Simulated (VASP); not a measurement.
Here is a VASP 6.6.1 calculation.

The input INCAR:

```
PREC = Accurate
ENCUT = 520
EDIFF = 1E-8
ISMEAR = -1
SIGMA = 0.05
LREAL = False
LASPH = True
NELM = 80
ALGO = Normal
ISIF = 2
LWAVE = False
LCHARG = False
GGA = PS
LEFG = True
NBANDS = 16
```

Contents of KPOINTS:

```
Automatic mesh
0
Gamma
  9 9 9
```

The input POSCAR:

```
HgTe
1.0
    0.0322350000      3.2396175000      3.2396175000
    3.2396175000      0.0322350000      3.2396175000
    3.2396175000      3.2396175000      0.0322350000
Hg Te
1 1
Direct
    0.0000000000      0.0000000000      0.0000000000
    0.7500000000      0.7500000000      0.7500000000
```

Potentials or basis: VASP PAW PBE potentials, release 64 (Hg, Te).

Command:

```sh
$ cat potpaw_PBE.64/Hg/POTCAR potpaw_PBE.64/Te/POTCAR > POTCAR
$ mpirun -np 1 vasp_std > vasp.out
```

(1) What does it give for the largest force?

(2) Predict the band gap on the k mesh.

(3) Estimate the pressure.

## Answers

(1) 0.099 eV/Å.

(2) zero (filled and empty bands touch).

(3) 1.5 GPa.

Caveat: the cell differs from its parent crystal (equal xy, yz and zx shear strains of +1 %); semilocal functionals underestimate gaps, so a narrow gap can read as zero; without QUAD_EFG the Cq values of the log hold for a quadrupole moment of 1 mb, not for the nuclei; the PAW data sets were made with another functional, which shifts forces and pressure a little; spin-orbit coupling is left out, which moves the levels of the heavy elements.
